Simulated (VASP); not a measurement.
# Ti in VASP: relaxation of the atoms with PBE

Aim: the relaxation of the atoms of Ti with PBE.

Program: VASP 6.6.1. These are calculated values, not measurements. Logs are shortened: lines on timing, memory, paths and dates and some standing lists are left out, and cuts for length are marked.

### Step 1. The cell of the first run

The cell holds a slab with vacuum, 3 atoms: a = 2.819 Å, b = 2.819 Å, c = 18.604 Å, α = 90.00°, β = 90.00°, γ = 109.47°.

### Step 2. Relaxation of the atoms, PBE

INCAR reads:

```
SYSTEM = Ti
PREC     = Accurate       ! precision mode
ENCUT    = 520            ! plane-wave cutoff, eV
EDIFF    = 1E-6           ! SCF threshold, eV
ISMEAR   = 0              ! smearing method
SIGMA    = 0.1            ! smearing width, eV
LREAL    = .FALSE.        ! projectors in reciprocal space
LASPH    = .TRUE.         ! aspherical terms in the spheres
NELM     = 80             ! most SCF steps
ALGO     = Normal         ! electronic algorithm
ISIF     = 2              ! what is computed and relaxed
LWAVE    = .FALSE.        ! write WAVECAR
LCHARG   = .FALSE.        ! write CHGCAR
LDIPOL   = .TRUE.       
IDIPOL   = 3            
DIPOL    = 0.5 0.5 0.500
GGA      = PE             ! functional
IBRION   = 2              ! ionic algorithm
NSW      = 70             ! ionic steps
EDIFFG   = -0.03          ! ionic threshold
```

KPOINTS reads:

```
regular mesh
0
G
  11 11 1
  0 0 0
```

POSCAR reads:

```
Ti
1.0
    2.8193504947      0.0000000000      0.0000000000
   -0.9397834982      2.6581091378      0.0000000000
    0.0000000000      0.0000000000     18.6039800788
Ti
3
Selective dynamics
Direct
    0.5000000000      0.5000000000      0.3762635721  F F F
    0.0000000000      0.0000000000      0.5000000000  T T T
    0.5000000000      0.5000000000      0.6237364279  T T T
```

Potentials or basis: VASP PAW PBE potentials, release 64 (Ti_sv).

Command:

```bash
cat potpaw_PBE.64/Ti_sv/POTCAR > POTCAR
mpirun -np 1 vasp_std > vasp.out
```

OUTCAR:

```text
SYSTEM = Ti
   PREC = Accurate
   ENCUT = 520
   EDIFF = 1E-6
   ISMEAR = 0
   LREAL = .FALSE.
   LASPH = .TRUE.
   NELM = 80
   ISIF = 2
   GGA = PE
   IBRION = 2
   NSW = 70
   EDIFFG = -0.03

 ion  position               nearest neighbor table
   1  0.500  0.500  0.376-   2 2.82   2 2.82
   2  0.000  0.000  0.500-   1 2.82   3 2.82   1 2.82   3 2.82
   3  0.500  0.500  0.624-   2 2.82   2 2.82

  LATTYP: Found a base centered orthorhombic cell.
 ALAT       =     3.2555055341
 B/A-ratio  =     1.4142135624
 C/A-ratio  =     5.7146209348

  Lattice vectors:

 A1 = (   2.8193504947,   0.0000000000,   0.0000000000)
 A2 = (  -0.9397834982,   2.6581091378,   0.0000000000)
 A3 = (   0.0000000000,   0.0000000000,  18.6039800788)

Analysis of symmetry for initial positions (statically):
=====================================================================
 Subroutine PRICEL returns:
 Original cell was already a primitive cell.

 Routine SETGRP: Setting up the symmetry group for a
 base centered orthorhombic supercell.

 Subroutine GETGRP returns: Found  8 space group operations
 (whereof  8 operations were pure point group operations)
 out of a pool of  8 trial point group operations.

The static configuration has the point symmetry D_2h.

Analysis of symmetry for dynamics (positions and initial velocities):
=====================================================================
 Subroutine PRICEL returns:
 Original cell was already a primitive cell.

 Routine SETGRP: Setting up the symmetry group for a
 base centered orthorhombic supercell.

 Subroutine GETGRP returns: Found  8 space group operations
 (whereof  8 operations were pure point group operations)
 out of a pool of  8 trial point group operations.

The dynamic configuration has the point symmetry D_2h.

Analysis of constrained symmetry for selective dynamics:
=====================================================================
 Subroutine PRICEL returns:
 Original cell was already a primitive cell.

 Routine SETGRP: Setting up the symmetry group for a
 base centered orthorhombic supercell.

 Subroutine GETGRP returns: Found  4 space group operations
 (whereof  4 operations were pure point group operations)
 out of a pool of  8 trial point group operations.

The constrained configuration has the point symmetry C_2v.

 Subroutine INISYM returns: Found  4 space group operations
 (whereof  4 operations are pure point group operations),
 and found     1 'primitive' translations

----------------------------------------------------------------------------------------

                                     Primitive cell

  volume of cell :     139.4209

  direct lattice vectors                    reciprocal lattice vectors
     2.819350495  0.000000000  0.000000000     0.354691622  0.125402426  0.000000000
    -0.939783498  2.658109138  0.000000000     0.000000000  0.376207277  0.000000000
     0.000000000  0.000000000 18.603980079     0.000000000  0.000000000  0.053751939

  length of vectors
     2.819350495  2.819350495 18.603980079     0.376207277  0.376207277  0.053751939

  position of ions in fractional coordinates (direct lattice)
     0.500000000  0.500000000  0.376263572
     0.000000000  0.000000000  0.500000000
     0.500000000  0.500000000  0.623736428

  ion indices of the primitive-cell ions
   primitive index   ion index
[... 23 lines left out ...]
     0.000000000  0.000000000  0.000000000

 Subroutine IBZKPT returns following result:
 ===========================================

 Found     36 irreducible k-points:

 Following reciprocal coordinates:
            Coordinates               Weight
  0.000000  0.000000  0.000000      1.000000
  0.090909  0.000000  0.000000      4.000000
  0.181818  0.000000  0.000000      4.000000
  0.272727  0.000000  0.000000      4.000000
  0.363636  0.000000  0.000000      4.000000
  0.454545  0.000000  0.000000      4.000000
[... 16 lines left out ...]
 -0.272727  0.181818  0.000000      4.000000
 -0.181818  0.181818  0.000000      2.000000
 [... further k-points ...]
   k-points           NKPTS =     36   k-points in BZ     NKDIM =     36   number of bands    NBANDS=     22
   number of dos      NEDOS =    301   number of ions     NIONS =      3
   total plane-waves  NPLWV =  80640
   dimension x,y,z NGX =    24 NGY =   24 NGZ =  140
   dimension x,y,z NGXF=    48 NGYF=   48 NGZF=  280
   ions per type =               3
   NGX,Y,Z   is equivalent  to a cutoff of  14.15, 14.15, 12.51 a.u.
   NGXF,Y,Z  is equivalent  to a cutoff of  28.30, 28.30, 25.02 a.u.
 SYSTEM =  Ti
   PREC   = accura    normal or accurate (medium, high low for compatibility)
   ISTART =      0    job   : 0-new  1-cont  2-samecut
   ICHARG =      2    charge: 1-file 2-atom 10-const
   ISPIN  =      1    spin polarized calculation?
   LNONCOLLINEAR =      F non collinear calculations
   LSORBIT =      F    spin-orbit coupling
   LASPH  =      T    aspherical Exc in radial PAW
   ENCUT  =  520.0 eV  38.22 Ry    6.18 a.u.   5.24  5.24 34.59*2*pi/ulx,y,z
   NELM   =     80;   NELMIN=  2; NELMDL= -5     # of ELM steps
   EDIFF  = 0.1E-05   stopping-criterion for ELM
   LREAL  =      F    real-space projection
   EDIFFG = -.3E-01   stopping-criterion for IOM
   NSW    =     70    number of steps for IOM
   IBRION =      2    ionic relax: 0-MD 1-quasi-New 2-CG
   NFREE  =      1    steps in history (QN), initial steepest desc. (CG)
   ISIF   =      2    stress and relaxation
   ISYM   =      2    0-nonsym 1-usesym 2-fastsym
   POTIM  = 0.5000    time-step for ionic-motion
   TEBEG  =    0.0;   TEEND  =   0.0 temperature during run
   PSTRESS=    0.0 pullay stress
   NELECT =      36.0000    total number of electrons
   NUPDOWN=      -1.0000    fix difference up-down
   EMIN   =  10.00;   EMAX   =-10.00  energy-range for DOS
   EFERMI =   0.00;   METHOD = LEGACY
   ISMEAR =     0;   SIGMA  =   0.10  broadening in eV -4-tet -1-fermi 0-gaus
   EFERMI_NEDOS =   21; number of points for ismear=-14 and -15
   IALGO  =     38    algorithm
   IMIX   =      4    mixing-type and parameters
     AMIX     =   0.40;   BMIX     =  1.00
     AMIX_MAG =   1.60;   BMIX_MAG =  1.00
  volume/ion in A,a.u.               =      46.47       313.62
  Fermi-wavevector in a.u.,A,eV,Ry     =   1.042477  1.969996 14.786240  1.086758
  Thomas-Fermi vector in A             =   2.177144
   LORBIT       =      0    0 simple, 1 ext, 2 COOP (PROOUT), +10 PAW based schemes
   GGA     = PE    functional components
   LHFCALC =     F    Hartree Fock is set to
   AEXX    =    0.0000 exact exchange contribution
   IVDW    =     0    specifies the selected vdW correction
   LEPSILON=     F    determine dielectric tensor
   LRPA    =     F    only Hartree local field effects (RPA)
 conjugate gradient relaxation of ions
 non-spin polarized calculation
 Gauss-broadening in eV      SIGMA  =   0.10
  energy-cutoff  :      520.00
  volume of cell :      139.42
 maximum number of plane-waves:      3780
 NGX is ok and might be reduce to    24
   NGX = 11   NGY = 11   NGZ = 69

--------------------------------------- Ionic step        1  -------------------------------------------

 number of electron      35.9999992 magnetization

 Free energy of the ion-electron system (eV)
  ---------------------------------------------------
  ext. energy  EPLUGINS =         0.00000000
  ---------------------------------------------------
  free energy    TOTEN  =       -21.49233043 eV

  energy without entropy =      -21.45233980  energy(sigma->0) =      -21.47233511

------------------------ aborting loop because EDIFF is reached ----------------------------------------

  FORCE on cell =-STRESS in cart. coord.  units (eV):
  Direction    XX          YY          ZZ          XY          YZ          ZX
  --------------------------------------------------------------------------------------
  -------------------------------------------------------------------------------------
  Total       -2.2589397     -2.2620224     -1.8995691     -0.0043596      0.0000000      0.0000000
  in kB      -25.9589711    -25.9943964    -21.8292062     -0.0500989      0.0000000      0.0000000
  external PRESSURE =     -24.5941912 kB  Pullay stress =       0.0000000 kB
[... 92 lines left out ...]
  FREE ENERGIE OF THE ION-ELECTRON SYSTEM (eV)
  ---------------------------------------------------
  free  energy   TOTEN  =       -21.5184897422 eV

  energy  without entropy=      -21.4795790957  energy(sigma->0) =      -21.49903442

 vacuum level on the upper side and lower side of the slab       (xc-potential included)         0.007        -0.191

[... ionic steps 4 to 7 ...]

--------------------------------------- Ionic step        8  -------------------------------------------

 number of electron      35.9999993 magnetization

------------------------ aborting loop because EDIFF is reached ----------------------------------------
[... 63 lines left out ...]
  FREE ENERGIE OF THE ION-ELECTRON SYSTEM (eV)
  ---------------------------------------------------
  free  energy   TOTEN  =       -21.5542216629 eV

  energy  without entropy=      -21.5158482406  energy(sigma->0) =      -21.53503495

 dipolmoment           0.000000      0.000000      0.002961 electrons x Angstroem

--------------------------------------- Ionic step       10  -------------------------------------------

 number of electron      35.9999993 magnetization

 dipolmoment           0.000000      0.000000     -0.000232 electrons x Angstroem

 Free energy of the ion-electron system (eV)
  ---------------------------------------------------
  ext. energy  EPLUGINS =         0.00000000
  ---------------------------------------------------
  free energy    TOTEN  =       -21.55444826 eV

  energy without entropy =      -21.51603454  energy(sigma->0) =      -21.53524140

 E-fermi :   0.4697     XC(G=0):  -5.2914

 val. band max:        0.4659331356   @ k =   0.1818   0.0909   0.0000
 cond. band min:       0.4698808063   @ k =   0.2727   0.0000   0.0000
 fundamental gap:      0.0039476707
 Fermi energy:         0.4697065820

 k-point     1 :       0.0000    0.0000    0.0000
  band No.  band energies     occupation
      1     -56.1961      2.00000
      2     -56.1834      2.00000
      3     -55.7463      2.00000
      4     -32.6622      2.00000
      5     -32.5074      2.00000
      6     -32.2272      2.00000
[... 589 lines left out ...]
     21       1.2771      0.00000
     22       1.5410      0.00000

 [... further k-points ...]

------------------------ aborting loop because EDIFF is reached ----------------------------------------

 vacuum level on the upper side and lower side of the slab       (xc-potential included)        -0.008        -0.087

  FORCE on cell =-STRESS in cart. coord.  units (eV):
  Direction    XX          YY          ZZ          XY          YZ          ZX
  --------------------------------------------------------------------------------------
  -------------------------------------------------------------------------------------
  Total       -1.1123331     -0.6888935     -0.0117273      0.5988340      0.0000000      0.0000000
  in kB      -12.7825563     -7.9165315     -0.1347664      6.8815983      0.0000000      0.0000000
  external PRESSURE =      -6.9446181 kB  Pullay stress =       0.0000000 kB
[... 18 lines left out ...]
  FREE ENERGIE OF THE ION-ELECTRON SYSTEM (eV)
  ---------------------------------------------------
  free  energy   TOTEN  =       -21.5544482563 eV

  energy  without entropy=      -21.5160345413  energy(sigma->0) =      -21.53524140

 reached required accuracy - stopping structural energy minimisation

 vacuum level on the upper side and lower side of the slab         4.828         4.719
```

Wall time 16 min (1 thread of Intel Xeon Platinum 8488C (Sapphire Rapids), shared host); peak memory 0.32 GiB.

Results:

* Free energy: -21.5544 eV
* Energy gained by relaxing: 20.7 meV/atom
* Ionic steps: 10
* Band gap on the k mesh: zero (bands 18 and 19 overlap by 0.66 eV)

The path:
```
step  energy change (eV)  largest force on free atoms (eV/Å)  pressure (GPa)
   1              0.0000                              0.4095           -2.46
   2             -0.0077                              0.3719           -2.35
   3             -0.0262                              0.2469           -2.00
   4             -0.0364                              0.4015           -1.18
   5             -0.0378                              0.3080           -1.43
   6             -0.0482                              0.2346           -1.28
   7             -0.0619                              0.0418           -0.77
   8             -0.0619                              0.0377           -0.79
   9             -0.0619                              0.0368           -0.78
  10             -0.0621                              0.0091           -0.69
```

Final structure:
```
CELL_PARAMETERS angstrom
2.81935 0.00000 0.00000
-0.93978 2.65811 0.00000
0.00000 0.00000 18.60398
ATOMIC_POSITIONS crystal
Ti 0.50000 0.50000 0.37626
Ti 0.00000 0.00000 0.49223
Ti 0.50000 0.50000 0.60844
```
